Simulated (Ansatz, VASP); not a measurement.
# MgO in VASP and in Ansatz

The input POSCAR:

```
MgO
1.0
    2.5942299532     -0.0291191753     -0.0291191753
   -0.0291191753      2.5942299532     -0.0291191753
   -0.0291191753     -0.0291191753      2.5942299532
Mg O
1 1
Direct
    0.0000000000      0.0000000000      0.0000000000
    0.5000000000      0.5000000000      0.5000000000
```

The input INCAR.step1:

```
ALGO     = Normal         # electronic algorithm
EDIFF    = 1E-4           # SCF threshold, eV
ENCUT    = 520            # plane-wave cutoff, eV
GGA      = PE             # functional
ISMEAR   = 0              # smearing method
LASPH    = T              # aspherical terms in the spheres
LCHARG   = F              # write CHGCAR
LREAL    = F              # projectors in reciprocal space
LWAVE    = T              # write WAVECAR
NBANDS   = 11             # bands
NELM     = 60             # most SCF steps
PREC     = Accurate       # precision mode
SIGMA    = 0.01           # smearing width, eV
```

INCAR.step2

```
ALGO     = Normal         # electronic algorithm
EDIFF    = 1E-7           # SCF threshold, eV
ENCUT    = 520            # plane-wave cutoff, eV
ISIF     = 2              # what is computed and relaxed
ISMEAR   = 0              # smearing method
ISTART   = 1            
LASPH    = T              # aspherical terms in the spheres
LCHARG   = F              # write CHGCAR
LMIXTAU  = T            
LREAL    = F              # projectors in reciprocal space
LWAVE    = F              # write WAVECAR
METAGGA  = R2SCAN         # meta-GGA
NBANDS   = 11             # bands
NELM     = 60             # most SCF steps
PREC     = Accurate       # precision mode
SIGMA    = 0.01           # smearing width, eV
```

File KPOINTS:

```
k-points
0
Gamma
  10 10 10
```

Input for Ansatz:

```yaml
crystal:
  lattice:
    - [2.5942299532, -0.0291191753, -0.0291191753]
    - [-0.0291191753, 2.5942299532, -0.0291191753]
    - [-0.0291191753, -0.0291191753, 2.5942299532]
  atoms:
    - { symbol: Mg, position: [0.0, 0.0, 0.0] }
    - { symbol: O, position: [0.5, 0.5, 0.5] }
kpoints:
  mp_grid: { grid: [10, 10, 10] }
  band_path:
    path: [[0.0, 0.0, 0.0], [0.0, 0.5, 0.0], [0.5, 0.5, 0.0], [0.5, 0.5, 0.5]]
    npoints: 1
hamiltonian:
  xc: r2scan
scf:
  occupations: { method: fixed }
  n_extra_bands: 4
output:
  forces: true
  stress: true
  eigenvalues: true
```

Change from the starting cell: shear_111 strain -3.3%.

Alike in both runs: task single point; functional r2SCAN; k mesh 10 × 10 × 10; no spin polarisation.

```csv
,VASP,Ansatz
version,VASP 6.6.1,Ansatz 0.2.0
potentials or method,"VASP PAW PBE potentials, release 64 (Mg, O)","plane waves, PAW"
plane-wave cutoff (eV),520,500
occupations,"gaussian, width 0.01 eV",fixed
valence electrons in the cell,8,16
```

Ansatz gave:

- gap on the k mesh at the Fermi level (eV): 3.84
- pressure (GPa): 5.9
- traceless stress, the component that is largest in VASP (GPa): -1.12

Q: What did VASP give for the same quantities?

A: gap on the k mesh at the Fermi level (eV): 3.80; pressure (GPa): 4.6; traceless stress, the component that is largest in VASP (GPa): -1.15.

VASP's potentials were made for PBE, not for r2SCAN. VASP's potentials hold 8 valence electrons a cell and Ansatz's 16, so a difference there can come from the potentials and not from the codes.
